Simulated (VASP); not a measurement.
# SnO (P4/nmm) in VASP: a series of runs, part 2 of 3

VASP 6.6.1.

### 4 Single point, LDA

This run uses another cell than the first one, of 16.44 Å³/atom.

INCAR

```
SYSTEM = SnO
PREC = Accurate
ENCUT = 520
EDIFF = 1E-6
ISMEAR = -1
SIGMA = 0.15
LREAL = .FALSE.
LASPH = .TRUE.
NELM = 80
ALGO = Normal
ISIF = 2
LWAVE = .FALSE.
LCHARG = .TRUE.
LELF = .TRUE.
LVHAR = .TRUE.
NBANDS = 28
```

KPOINTS

```
Automatic mesh
0
G
  12 12 10
  0 0 0
```

POSCAR

```
SnO
1.0
    3.7626301086      0.0000000000      0.0000000000
    0.0000000000      3.7626301086      0.0000000000
    0.0000000000      0.0000000000      4.6447462760
Sn O
2 2
Direct
    0.5000000000      0.0000000000      0.2470118870
    0.0000000000      0.5000000000      0.7529881130
    0.0000000000      0.0000000000      0.0000000000
    0.5000000000      0.5000000000      0.0000000000
```

Potentials or basis: VASP PAW LDA potentials, release 64 (Sn_d, O).

Launch:

```
cat potpaw_LDA.64/Sn_d/POTCAR potpaw_LDA.64/O/POTCAR > POTCAR
mpirun -np 1 vasp_std > vasp.out
```

OUTCAR:

```text
SYSTEM = SnO
   PREC = Accurate
   ENCUT = 520
   EDIFF = 1E-6
   ISMEAR = -1
   LREAL = .FALSE.
   LASPH = .TRUE.
   NELM = 80
   ISIF = 2

 ion  position               nearest neighbor table
   1  0.500  0.000  0.247-   3 2.20   4 2.20   4 2.20   3 2.20   2 3.51   2 3.51   2 3.51   2 3.51
                             2 3.55   2 3.55   2 3.55   2 3.55
   2  0.000  0.500  0.753-   3 2.20   4 2.20   3 2.20   4 2.20   1 3.51   1 3.51   1 3.51   1 3.51
                             1 3.55   1 3.55   1 3.55   1 3.55
   3  0.000  0.000  0.000-   1 2.20   2 2.20   2 2.20   1 2.20
   4  0.500  0.500  0.000-   1 2.20   2 2.20   1 2.20   2 2.20

  LATTYP: Found a simple tetragonal cell.
 ALAT       =     3.7626301086
 C/A-ratio  =     1.2344413726

  Lattice vectors:

 A1 = (   3.7626301086,   0.0000000000,   0.0000000000)
 A2 = (   0.0000000000,   3.7626301086,   0.0000000000)
 A3 = (   0.0000000000,   0.0000000000,   4.6447462760)

Analysis of symmetry for initial positions (statically):
=====================================================================
 Subroutine PRICEL returns:
 Original cell was already a primitive cell.

 Routine SETGRP: Setting up the symmetry group for a
 simple tetragonal supercell.

 Subroutine GETGRP returns: Found 16 space group operations
 (whereof  8 operations were pure point group operations)
 out of a pool of 16 trial point group operations.

The static configuration has the point symmetry D_2d.
 The point group associated with its full space group is D_4h.

Analysis of symmetry for dynamics (positions and initial velocities):
=====================================================================
 Subroutine PRICEL returns:
 Original cell was already a primitive cell.

 Routine SETGRP: Setting up the symmetry group for a
 simple tetragonal supercell.

 Subroutine GETGRP returns: Found 16 space group operations
 (whereof  8 operations were pure point group operations)
 out of a pool of 16 trial point group operations.

[... 124 lines left out ...]
     AMIX     =   0.40;   BMIX     =  1.00
     AMIX_MAG =   1.60;   BMIX_MAG =  1.00
  volume/ion in A,a.u.               =      16.44       110.94
  Fermi-wavevector in a.u.,A,eV,Ry     =   1.387117  2.621271 26.178888  1.924094
  Thomas-Fermi vector in A             =   2.511369
   LORBIT       =      0    0 simple, 1 ext, 2 COOP (PROOUT), +10 PAW based schemes
   GGA     = CA    functional components
   LHFCALC =     F    Hartree Fock is set to
   AEXX    =    0.0000 exact exchange contribution
   IVDW    =     0    specifies the selected vdW correction
   LEPSILON=     F    determine dielectric tensor
   LRPA    =     F    only Hartree local field effects (RPA)
 non-spin polarized calculation
  energy-cutoff  :      520.00
  volume of cell :       65.76
 maximum number of plane-waves:      1806
 NGX is ok and might be reduce to    28
   NGX = 13   NGY = 13   NGZ = 17

 number of electron      40.0000013 magnetization

 Free energy of the ion-electron system (eV)
  ---------------------------------------------------
  ext. energy  EPLUGINS =         0.00000000
  ---------------------------------------------------
  free energy    TOTEN  =       -25.74028980 eV

  energy without entropy =      -25.72150226  energy(sigma->0) =      -25.73089603

 E-fermi :   7.7812     XC(G=0): -11.0188

 val. band max:        7.7556672940   @ k =   0.4167   0.4167   0.0000
 cond. band min:       7.8033550089   @ k =   0.5000   0.4167   0.0000
 fundamental gap:      0.0476877149
 Fermi energy:         7.7811573823

 k-point     1 :       0.0000    0.0000    0.0000
  band No.  band energies     occupation
      1     -14.3729      2.00000
      2     -13.9040      2.00000
      3     -13.9040      2.00000
      4     -13.8838      2.00000
      5     -13.8411      2.00000
      6     -13.8337      2.00000
[... 733 lines left out ...]
     27      15.2579      0.00000
     28      15.8227      0.00000

 [... further k-points ...]

------------------------ aborting loop because EDIFF is reached ----------------------------------------

  FORCE on cell =-STRESS in cart. coord.  units (eV):
  Direction    XX          YY          ZZ          XY          YZ          ZX
  --------------------------------------------------------------------------------------
  -------------------------------------------------------------------------------------
  Total        0.1383494      0.1383494      0.1520849      0.0000000      0.0000000      0.0000000
  in kB        3.3708751      3.3708751      3.7055423      0.0000000      0.0000000      0.0000000
  external PRESSURE =       3.4824308 kB  Pullay stress =       0.0000000 kB

 VOLUME and BASIS-vectors are now :
 -----------------------------------------------------------------------------
  energy-cutoff  :      520.00
  volume of cell :       65.76
      direct lattice vectors                 reciprocal lattice vectors
     3.762630109  0.000000000  0.000000000     0.265771540  0.000000000  0.000000000
     0.000000000  3.762630109  0.000000000     0.000000000  0.265771540  0.000000000
     0.000000000  0.000000000  4.644746276     0.000000000  0.000000000  0.215297013

 POSITION                                       TOTAL-FORCE (eV/Angst)
 -----------------------------------------------------------------------------------
      1.88132      0.00000      1.14731        -0.000000      0.000000      0.115197
      0.00000      1.88132      3.49744         0.000000      0.000000     -0.115197
      0.00000      0.00000      0.00000         0.000000      0.000000      0.000000
      1.88132      1.88132      0.00000         0.000000      0.000000      0.000000
 -----------------------------------------------------------------------------------
    total drift:                                0.000000      0.000000      0.000000

  FREE ENERGIE OF THE ION-ELECTRON SYSTEM (eV)
  ---------------------------------------------------
  free  energy   TOTEN  =       -25.7402898030 eV

  energy  without entropy=      -25.7215022633  energy(sigma->0) =      -25.73089603
```

OSZICAR:

```text
N       E                     dE             d eps       ncg     rms          rms(c)
DAV:   1     0.414435075864E+03    0.41444E+03   -0.19939E+04  9780   0.224E+03
DAV:   2     0.331157808238E+02   -0.38132E+03   -0.36579E+03  9684   0.546E+02
DAV:   3    -0.264244744781E+02   -0.59540E+02   -0.58444E+02 10708   0.181E+02
DAV:   4    -0.291989393799E+02   -0.27745E+01   -0.27618E+01 10912   0.416E+01
DAV:   5    -0.292632242501E+02   -0.64285E-01   -0.64279E-01 10304   0.687E+00    0.114E+01
DAV:   6    -0.258403976505E+02    0.34228E+01   -0.15197E+01 15256   0.448E+01    0.502E+00
DAV:   7    -0.257926655906E+02    0.47732E-01   -0.18851E+00 11192   0.854E+00    0.242E+00
DAV:   8    -0.257533766139E+02    0.39289E-01   -0.31072E-01 12044   0.368E+00    0.773E-01
DAV:   9    -0.257399283671E+02    0.13448E-01   -0.42440E-02 14908   0.230E+00    0.206E-01
DAV:  10    -0.257405649432E+02   -0.63658E-03   -0.58488E-03 13552   0.706E-01    0.121E-01
DAV:  11    -0.257402746845E+02    0.29026E-03   -0.11584E-03 14576   0.342E-01    0.188E-02
DAV:  12    -0.257402937060E+02   -0.19022E-04   -0.20933E-04  9788   0.814E-02    0.230E-02
DAV:  13    -0.257402898963E+02    0.38097E-05   -0.14199E-05 12512   0.323E-02    0.437E-03
DAV:  14    -0.257402898030E+02    0.93312E-07   -0.10757E-06  5160   0.697E-03
   1 F= -.25740290E+02 E0= -.25730896E+02  d E =-.187875E-01
```

Wall time 2.6 min (1 thread of AMD EPYC 9R45 (Zen 5), shared host); peak memory 0.31 GiB.

What came out:

```
Free energy            : -25.7403 eV
Pressure               : 0.3 GPa
Largest force          : 0.115 eV/Å
Band gap on the k mesh : zero (bands 20 and 21 overlap by 0.26 eV)
```

Forces in eV/Å, atoms in the order of the input:
```
Sn   0.000  0.000  0.115
Sn   0.000  0.000 -0.115
O    0.000  0.000  0.000
O    0.000  0.000  0.000
```

Caveat: semilocal functionals underestimate gaps, so a narrow gap can read as zero; spin-orbit coupling is left out, which moves the levels of the heavy elements.

### 5 Single point, LDA

This run uses another cell than the first one, of 16.55 Å³/atom.

INCAR

```
SYSTEM = SnO
  PREC = Accurate
  ENCUT = 520
  EDIFF = 1E-6
  ISMEAR = 0
  SIGMA = 0.1
  LREAL = .False.
  LASPH = .True.
  NELM = 100
  ALGO = Normal
  ISIF = 2
  LWAVE = .False.
  LCHARG = .False.
  NBANDS = 28
```

KPOINTS

```
regular mesh
0
Gamma
  12 12 10
  0 0 0
```

POSCAR

```
SnO
1.0
    3.7684145659      0.0000000000      0.0000000000
    0.0000000000      3.7684145659      0.0000000000
    0.0000000000      0.0000000000      4.6608438525
Sn O
2 2
Direct
    0.5000000000      0.0000000000      0.2454391878
    0.0000000000      0.5000000000      0.7545608122
    0.0000000000      0.0000000000      0.0000000000
    0.5000000000      0.5000000000      0.0000000000
```

Launch:

```
cat potpaw_LDA.64/Sn_d/POTCAR potpaw_LDA.64/O/POTCAR > POTCAR
mpirun -np 1 vasp_std > vasp.out
```

It took 2.5 min on 1 thread of AMD EPYC 9R45 (Zen 5), shared host; peak memory 0.31 GiB.

The run converged. Its results:

| Item | Value |
| --- | --- |
| Free energy | -25.7314 eV |
| Pressure | 0.3 GPa |
| Largest force | 0.118 eV/Å |
| Band gap on the k mesh | zero (bands 20 and 21 overlap by 0.21 eV) |

Forces in eV/Å, atoms in the order of the input:
```
Sn   0.000  0.000  0.118
Sn   0.000  0.000 -0.118
O    0.000  0.000  0.000
O    0.000  0.000  0.000
```

Levels at points of the mesh, in eV from the Fermi level:
```
           k point  band 17  band 18  band 19  band 20  band 21  band 22  band 23  band 24
(0.00, 0.00, 0.00)    -3.69    -3.39    -3.39    -0.05     2.22     4.48     4.48     4.57
(0.50, 0.00, 0.00)    -5.14    -5.14    -2.96    -2.96     3.31     3.31     5.82     5.82
(0.50, 0.50, 0.00)    -2.69    -2.69    -1.98    -1.98    -0.23    -0.23     4.39     4.39
(0.00, 0.00, 0.50)    -3.40    -3.40    -2.85    -2.34     1.48     2.61     2.61     3.52
(0.50, 0.00, 0.50)    -5.09    -5.09    -1.85    -1.85     2.71     2.71     5.22     5.22
(0.50, 0.50, 0.50)    -2.96    -2.96    -2.70    -2.70     2.21     2.21     4.28     4.28
```

Caveat: semilocal functionals underestimate gaps, so a narrow gap can read as zero; spin-orbit coupling is left out, which moves the levels of the heavy elements.

(Continued in part 3 of 3.)
